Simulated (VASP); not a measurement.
A run of VASP 6.6.1 is set up as follows.

File INCAR:

```
  ALGO = Normal
  EDIFF = 1E-8
  ENCUT = 520
  GGA = PS
  ISIF = 2
  ISMEAR = -1
  LASPH = T
  LCHARG = F
  LEFG = T
  LREAL = F
  LWAVE = F
  NBANDS = 13
  NELM = 100
  PREC = Accurate
  SIGMA = 0.02
```

The input KPOINTS:

```
k-points
0
Gamma
  10 10 10
```

File POSCAR:

```
O
1.0
    1.4233490221      0.8217709410      3.4083000000
   -1.4233490221      0.8217709410      3.4083000000
    0.0000000000     -1.6435418821      3.4083000000
O
2
Direct
    0.0577000000      0.0577000000      0.0577000000
    0.9423000000      0.9423000000      0.9423000000
```

Potentials or basis: VASP PAW PBE potentials, release 64 (O).

Run with:

```bash
$ cat potpaw_PBE.64/O/POTCAR > POTCAR
$ mpirun -np 1 vasp_std > vasp.out
```

(1) What does it give for the band gap on the k mesh?

(2) Estimate the pressure.

Answers

(1) zero (band 6 reaches 1.21 eV, above the bottom of band 7 at -0.11 eV).

(2) 5.9 GPa.

Caveat: the standard files for N, O and F lose accuracy on very short bonds; spin is off for a triplet molecule; without QUAD_EFG the Cq values of the log hold for a quadrupole moment of 1 mb, not for the nuclei; the PAW data sets were made with another functional, which shifts forces and pressure a little.
